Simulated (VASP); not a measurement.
# InSb (Pmmn) in VASP: notebook, part 2 of 3

VASP 6.6.1. Earlier steps stand in the parts before.

### Step 4. Electric field gradients, LDA (volume scaled by 0.98)

Input file INCAR:

```
SYSTEM = InSb
PREC = Accurate
ENCUT = 520
EDIFF = 1E-8
ISMEAR = -1
SIGMA = 0.08
LREAL = .FALSE.
LASPH = .TRUE.
NELM = 60
ALGO = Normal
ISIF = 2
LWAVE = .FALSE.
LCHARG = .FALSE.
GGA = CA
LEFG = .TRUE.
NBANDS = 26
```

Input file KPOINTS:

```
regular mesh
0
G
  6 6 11
  0 0 0
```

Input file POSCAR:

```
InSb
1.0
    5.3210458966      0.0000000000      0.0000000000
    0.0000000000      5.6736632744      0.0000000000
    0.0000000000      0.0000000000      3.0424423336
In Sb
2 2
Direct
    0.0000000000      0.0000000000      0.0000000000
    0.5000000000      0.5000000000      0.0000000000
    0.5000000000      0.0000000000      0.8350000000
    0.0000000000      0.5000000000      0.1650000000
```

Potentials or basis: VASP PAW LDA potentials, release 64 (In_d, Sb).

On the command line:

```console
$ cat potpaw_LDA.64/In_d/POTCAR potpaw_LDA.64/Sb/POTCAR > POTCAR
$ mpirun -np 1 vasp_std > vasp.out
```

OUTCAR:

```text
SYSTEM = InSb
   PREC = Accurate
   ENCUT = 520
   EDIFF = 1E-8
   ISMEAR = -1
   LREAL = .FALSE.
   LASPH = .TRUE.
   NELM = 60
   ISIF = 2
   GGA = CA

 ion  position               nearest neighbor table
   1  0.000  0.000  0.000-   3 2.71   3 2.71   4 2.88   4 2.88   3 3.68   3 3.68   4 3.81   4 3.81
                             2 3.89   2 3.89   2 3.89   2 3.89
   2  0.500  0.500  0.000-   4 2.71   4 2.71   3 2.88   3 2.88   4 3.68   4 3.68   3 3.81   3 3.81
                             1 3.89   1 3.89   1 3.89   1 3.89
   3  0.500  0.000  0.835-   1 2.71   1 2.71   2 2.88   2 2.88   1 3.68   1 3.68   2 3.81   2 3.81

   4  0.000  0.500  0.165-   2 2.71   2 2.71   1 2.88   1 2.88   2 3.68   2 3.68   1 3.81   1 3.81

  LATTYP: Found a simple orthorhombic cell.
 ALAT       =     3.0424423336
 B/A-ratio  =     1.7489389488
 C/A-ratio  =     1.8648383937

  Lattice vectors:

 A1 = (   0.0000000000,   0.0000000000,   3.0424423336)
 A2 = (   5.3210458966,   0.0000000000,   0.0000000000)
 A3 = (   0.0000000000,   5.6736632744,   0.0000000000)

Analysis of symmetry for initial positions (statically):
[... 907 lines left out ...]
      2.66052      0.00000      2.54044         0.000000      0.000000     -0.668954
      0.00000      2.83683      0.50200         0.000000      0.000000      0.668954
 -----------------------------------------------------------------------------------
    total drift:                               -0.000000      0.000000     -0.000000

  FREE ENERGIE OF THE ION-ELECTRON SYSTEM (eV)
  ---------------------------------------------------
  free  energy   TOTEN  =       -15.3354591904 eV

  energy  without entropy=      -15.3056816377  energy(sigma->0) =      -15.32057041

 Electric field gradients (V/A^2)
---------------------------------------------------------------------
 ion       V_xx      V_yy      V_zz      V_xy      V_xz      V_yz
---------------------------------------------------------------------
   1     -86.255    13.350    72.906    -0.000    -0.000    -0.000
   2     -86.255    13.350    72.906    -0.000    -0.000    -0.000
   3     -84.555   -70.899   155.454     0.000     0.000    -0.000
   4     -84.555   -70.899   155.454     0.000    -0.000     0.000
---------------------------------------------------------------------

 Electric field gradients after diagonalization (V/A^2)
 (convention: |V_zz| > |V_xx| > |V_yy|)
----------------------------------------------------------------------
 ion       V_xx      V_yy      V_zz     asymmetry (V_yy - V_xx)/ V_zz
----------------------------------------------------------------------
   1      72.906    13.350   -86.255       0.690
   2      72.906    13.350   -86.255       0.690
   3     -84.555   -70.899   155.454       0.088
   4     -84.555   -70.899   155.454       0.088
----------------------------------------------------------------------

           NMR quadrupolar parameters

 Cq : quadrupolar parameter    Cq=e*Q*V_zz/h
 eta: asymmetry parameters     (V_yy - V_xx)/ V_zz
 Q  : nuclear electric quadrupole moment in mb (millibarn)
----------------------------------------------------------------------
 ion       Cq(MHz)       eta       Q (mb)
----------------------------------------------------------------------
   1      -0.209       0.690       1.000
   2      -0.209       0.690       1.000
   3       0.376       0.088       1.000
   4       0.376       0.088       1.000
----------------------------------------------------------------------
```

OSZICAR:

```text
N       E                     dE             d eps       ncg     rms          rms(c)
DAV:   1     0.301815145406E+03    0.30182E+03   -0.15841E+04  5000   0.158E+03
DAV:   2     0.111497613799E+02   -0.29067E+03   -0.28370E+03  5214   0.384E+02
DAV:   3    -0.145290219233E+02   -0.25679E+02   -0.25247E+02  6294   0.130E+02
DAV:   4    -0.154725166964E+02   -0.94349E+00   -0.94028E+00  5926   0.257E+01
DAV:   5    -0.155275002299E+02   -0.54984E-01   -0.54978E-01  7816   0.568E+00    0.735E+00
DAV:   6    -0.153743891056E+02    0.15311E+00   -0.23679E-01  6904   0.806E+00    0.398E+00
DAV:   7    -0.153385320807E+02    0.35857E-01   -0.99175E-02  7250   0.355E+00    0.756E-01
DAV:   8    -0.153357954149E+02    0.27367E-02   -0.12738E-02  6690   0.142E+00    0.473E-01
DAV:   9    -0.153354658540E+02    0.32956E-03   -0.95769E-04  6286   0.174E-01    0.119E-01
DAV:  10    -0.153354603959E+02    0.54581E-05   -0.46190E-05  6830   0.725E-02    0.415E-02
DAV:  11    -0.153354593796E+02    0.10163E-05   -0.63703E-06  6354   0.263E-02    0.216E-02
DAV:  12    -0.153354591883E+02    0.19124E-06   -0.61059E-07  6036   0.581E-03    0.470E-03
DAV:  13    -0.153354591956E+02   -0.73201E-08   -0.11786E-07  7080   0.421E-03    0.130E-03
DAV:  14    -0.153354591904E+02    0.52696E-08   -0.15984E-08  3820   0.115E-03
   1 F= -.15335459E+02 E0= -.15320570E+02  d E =-.297776E-01
```

stdout:

```text
POSCAR found type information on POSCAR InSb
 POSCAR found :  2 types and       4 ions
 scaLAPACK will be used
 LDA part: xc-table for (Slater(with rela. corr.)+CA(PZ))
 , standard interpolation
 POSCAR, INCAR and KPOINTS ok, starting setup
 FFT: planning ... GRIDC
 FFT: planning ... GRID_SOFT
 FFT: planning ... GRID
 WAVECAR not read
 entering main loop
ion   1

ion   2

ion   3

ion   4
```

It took 1.8 min on 1 thread of AMD EPYC 9R45 (Zen 5), shared host; peak memory 0.28 GiB.

What came out:

```yaml
Free_energy: -15.3355 eV
Pressure: 14.2 GPa
Largest_force: 0.669 eV/Å
Band_gap_on_the_k_mesh: zero (band 18 reaches 11.41 eV, above the bottom of band 19 at 8.01 eV)
```

Forces in eV/Å, atoms in the order of the input:
```
In   0.000  0.000  0.264
In   0.000  0.000 -0.264
Sb   0.000  0.000 -0.669
Sb   0.000  0.000  0.669
```

Electric field gradients, principal values (V/Å²):
| atom | least | middle | greatest (by size) |
| --- | --- | --- | --- |
| 1 In | 13.350 | 72.906 | -86.255 |
| 2 In | 13.350 | 72.906 | -86.255 |
| 3 Sb | -70.899 | -84.555 | 155.454 |
| 4 Sb | -70.899 | -84.555 | 155.454 |

Caveat: without QUAD_EFG the Cq values of the log hold for a quadrupole moment of 1 mb, not for the nuclei; spin-orbit coupling is left out, which moves the levels of the heavy elements.

### Step 5. Electric field gradients, LDA (volume scaled by 1.01)

Input file INCAR:

```
SYSTEM = InSb
  ALGO = Normal
  EDIFF = 1E-8
  ENCUT = 520
  ISIF = 2
  ISMEAR = -1
  LASPH = .TRUE.
  LCHARG = .FALSE.
  LEFG = .TRUE.
  LREAL = .FALSE.
  LWAVE = .FALSE.
  NBANDS = 26
  NELM = 60
  PREC = Accurate
  SIGMA = 0.08
```

Input file KPOINTS:

```
k-points
0
G
  6 6 11
  0 0 0
```

Input file POSCAR:

```
InSb
1.0
    5.3747974729      0.0000000000      0.0000000000
    0.0000000000      5.7309768836      0.0000000000
    0.0000000000      0.0000000000      3.0731761545
In Sb
2 2
Direct
    0.0000000000      0.0000000000      0.0000000000
    0.5000000000      0.5000000000      0.0000000000
    0.5000000000      0.0000000000      0.8350000000
    0.0000000000      0.5000000000      0.1650000000
```

Potentials or basis: VASP PAW LDA potentials, release 64 (In_d, Sb).

On the command line:

```console
$ cat potpaw_LDA.64/In_d/POTCAR potpaw_LDA.64/Sb/POTCAR > POTCAR
$ mpirun -np 1 vasp_std > vasp.out
```

OUTCAR:

```text
SYSTEM = InSb
   EDIFF = 1E-8
   ENCUT = 520
   ISIF = 2
   ISMEAR = -1
   LASPH = .TRUE.
   LREAL = .FALSE.
   NELM = 60
   PREC = Accurate

 ion  position               nearest neighbor table
   1  0.000  0.000  0.000-   3 2.73   3 2.73   4 2.91   4 2.91   3 3.72   3 3.72   4 3.85   4 3.85
                             2 3.93   2 3.93   2 3.93   2 3.93
   2  0.500  0.500  0.000-   4 2.73   4 2.73   3 2.91   3 2.91   4 3.72   4 3.72   3 3.85   3 3.85
                             1 3.93   1 3.93   1 3.93   1 3.93
   3  0.500  0.000  0.835-   1 2.73   1 2.73   2 2.91   2 2.91   1 3.72   1 3.72   2 3.85   2 3.85

   4  0.000  0.500  0.165-   2 2.73   2 2.73   1 2.91   1 2.91   2 3.72   2 3.72   1 3.85   1 3.85

  LATTYP: Found a simple orthorhombic cell.
 ALAT       =     3.0731761545
 B/A-ratio  =     1.7489389487
 C/A-ratio  =     1.8648383937

  Lattice vectors:

 A1 = (   0.0000000000,   0.0000000000,   3.0731761545)
 A2 = (   5.3747974729,   0.0000000000,   0.0000000000)
 A3 = (   0.0000000000,   5.7309768836,   0.0000000000)

Analysis of symmetry for initial positions (statically):
=====================================================================
 Subroutine PRICEL returns:
 Original cell was already a primitive cell.

 Routine SETGRP: Setting up the symmetry group for a
 simple orthorhombic supercell.

 Subroutine GETGRP returns: Found  8 space group operations
 (whereof  4 operations were pure point group operations)
 out of a pool of  8 trial point group operations.

The static configuration has the point symmetry C_2v.
 The point group associated with its full space group is D_2h.

Analysis of symmetry for dynamics (positions and initial velocities):
=====================================================================
 Subroutine PRICEL returns:
[... 865 lines left out ...]
 [... further k-points ...]
[... 5 lines left out ...]
  --------------------------------------------------------------------------------------
  -------------------------------------------------------------------------------------
  Total       12.6949982      4.6445881      1.7287411      0.0000000      0.0000000      0.0000000
  in kB      214.8646704     78.6103206     29.2591914      0.0000000      0.0000000      0.0000000
  external PRESSURE =     107.5780608 kB  Pullay stress =       0.0000000 kB

 VOLUME and BASIS-vectors are now :
 -----------------------------------------------------------------------------
  energy-cutoff  :      520.00
  volume of cell :       94.66
      direct lattice vectors                 reciprocal lattice vectors
     5.374797473  0.000000000  0.000000000     0.186053522  0.000000000  0.000000000
     0.000000000  5.730976884  0.000000000     0.000000000  0.174490322  0.000000000
     0.000000000  0.000000000  3.073176155     0.000000000  0.000000000  0.325396251

 POSITION                                       TOTAL-FORCE (eV/Angst)
 -----------------------------------------------------------------------------------
      0.00000      0.00000      0.00000         0.000000      0.000000      0.241730
      2.68740      2.86549      0.00000         0.000000      0.000000     -0.241730
      2.68740      0.00000      2.56610         0.000000      0.000000     -0.588879
      0.00000      2.86549      0.50707         0.000000      0.000000      0.588879
 -----------------------------------------------------------------------------------
    total drift:                               -0.000000      0.000000     -0.000000

  FREE ENERGIE OF THE ION-ELECTRON SYSTEM (eV)
  ---------------------------------------------------
  free  energy   TOTEN  =       -15.5542487099 eV

  energy  without entropy=      -15.5241109515  energy(sigma->0) =      -15.53917983

 Electric field gradients (V/A^2)
---------------------------------------------------------------------
 ion       V_xx      V_yy      V_zz      V_xy      V_xz      V_yz
---------------------------------------------------------------------
   1     -84.369    12.576    71.793     0.000    -0.000    -0.000
   2     -84.369    12.576    71.793     0.000    -0.000    -0.000
   3     -82.436   -73.101   155.537     0.000     0.000    -0.000
   4     -82.436   -73.101   155.537     0.000    -0.000    -0.000
---------------------------------------------------------------------

 Electric field gradients after diagonalization (V/A^2)
 (convention: |V_zz| > |V_xx| > |V_yy|)
----------------------------------------------------------------------
 ion       V_xx      V_yy      V_zz     asymmetry (V_yy - V_xx)/ V_zz
----------------------------------------------------------------------
   1      71.793    12.576   -84.369       0.702
   2      71.793    12.576   -84.369       0.702
   3     -82.436   -73.101   155.537       0.060
   4     -82.436   -73.101   155.537       0.060
----------------------------------------------------------------------

           NMR quadrupolar parameters

 Cq : quadrupolar parameter    Cq=e*Q*V_zz/h
 eta: asymmetry parameters     (V_yy - V_xx)/ V_zz
 Q  : nuclear electric quadrupole moment in mb (millibarn)
----------------------------------------------------------------------
 ion       Cq(MHz)       eta       Q (mb)
----------------------------------------------------------------------
   1      -0.204       0.702       1.000
   2      -0.204       0.702       1.000
   3       0.376       0.060       1.000
   4       0.376       0.060       1.000
----------------------------------------------------------------------
```

OSZICAR:

```text
N       E                     dE             d eps       ncg     rms          rms(c)
DAV:   1     0.298830206423E+03    0.29883E+03   -0.15795E+04  4992   0.156E+03
DAV:   2     0.106129162734E+02   -0.28822E+03   -0.28150E+03  5208   0.379E+02
DAV:   3    -0.147336921651E+02   -0.25347E+02   -0.24778E+02  6242   0.128E+02
DAV:   4    -0.156779129057E+02   -0.94422E+00   -0.94065E+00  5972   0.257E+01
DAV:   5    -0.157315648262E+02   -0.53652E-01   -0.53646E-01  7754   0.552E+00    0.695E+00
DAV:   6    -0.155890274746E+02    0.14254E+00   -0.22842E-01  6914   0.768E+00    0.376E+00
DAV:   7    -0.155570962702E+02    0.31931E-01   -0.94159E-02  7162   0.337E+00    0.705E-01
DAV:   8    -0.155545206328E+02    0.25756E-02   -0.12130E-02  6638   0.137E+00    0.436E-01
DAV:   9    -0.155542558016E+02    0.26483E-03   -0.91666E-04  6364   0.175E-01    0.112E-01
DAV:  10    -0.155542496285E+02    0.61731E-05   -0.48165E-05  6846   0.745E-02    0.407E-02
DAV:  11    -0.155542489028E+02    0.72572E-06   -0.60080E-06  6442   0.247E-02    0.211E-02
DAV:  12    -0.155542487111E+02    0.19173E-06   -0.62318E-07  6250   0.546E-03    0.467E-03
DAV:  13    -0.155542487153E+02   -0.41646E-08   -0.11844E-07  6956   0.396E-03    0.108E-03
DAV:  14    -0.155542487099E+02    0.53938E-08   -0.16110E-08  3852   0.100E-03
   1 F= -.15554249E+02 E0= -.15539180E+02  d E =-.301378E-01
```

stdout:

```text
POSCAR found type information on POSCAR InSb
 POSCAR found :  2 types and       4 ions
 scaLAPACK will be used
 LDA part: xc-table for (Slater(with rela. corr.)+CA(PZ))
 , standard interpolation
 POSCAR, INCAR and KPOINTS ok, starting setup
 FFT: planning ... GRIDC
 FFT: planning ... GRID_SOFT
 FFT: planning ... GRID
 WAVECAR not read
 entering main loop
ion   1

ion   2

ion   3

ion   4
```

It took 2 min on 1 thread of AMD EPYC 9R45 (Zen 5), shared host; peak memory 0.29 GiB.

Results:

```
Free energy            : -15.5542 eV
Pressure               : 10.8 GPa
Largest force          : 0.589 eV/Å
Band gap on the k mesh : zero (band 18 reaches 10.87 eV, above the bottom of band 19 at 7.62 eV)
```

Forces in eV/Å, atoms in the order of the input:
```
In   0.000  0.000  0.242
In   0.000  0.000 -0.242
Sb   0.000  0.000 -0.589
Sb   0.000  0.000  0.589
```

Stress tensor (GPa, compression positive):
```
21.49  0.00  0.00
 0.00  7.86  0.00
 0.00  0.00  2.93
```

Levels at points of the mesh, in eV from the Fermi level:
| k point | band 15 | band 16 | band 17 | band 18 | band 19 | band 20 | band 21 | band 22 |
| --- | --- | --- | --- | --- | --- | --- | --- | --- |
| (0.00, 0.00, 0.00) | -5.68 | -2.92 | -2.75 | -2.17 | 3.15 | 4.24 | 4.26 | 6.22 |
| (0.50, 0.00, 0.00) | -4.38 | -4.38 | 0.98 | 0.98 | 4.23 | 4.23 | 4.61 | 4.61 |
| (0.00, 0.50, 0.00) | -4.57 | -4.57 | -0.37 | -0.37 | 3.80 | 3.80 | 4.46 | 4.46 |
| (0.50, 0.50, 0.00) | -0.40 | -0.40 | 1.31 | 1.31 | 2.40 | 2.40 | 2.69 | 2.69 |

Electric field gradients, principal values (V/Å²):
```tsv
atom	least	middle	greatest (by size)
1 In	12.576	71.793	-84.369
2 In	12.576	71.793	-84.369
3 Sb	-73.101	-82.436	155.537
4 Sb	-73.101	-82.436	155.537
```

Caveat: without QUAD_EFG the Cq values of the log hold for a quadrupole moment of 1 mb, not for the nuclei; spin-orbit coupling is left out, which moves the levels of the heavy elements.

(Part 2 of 3 ends here.)
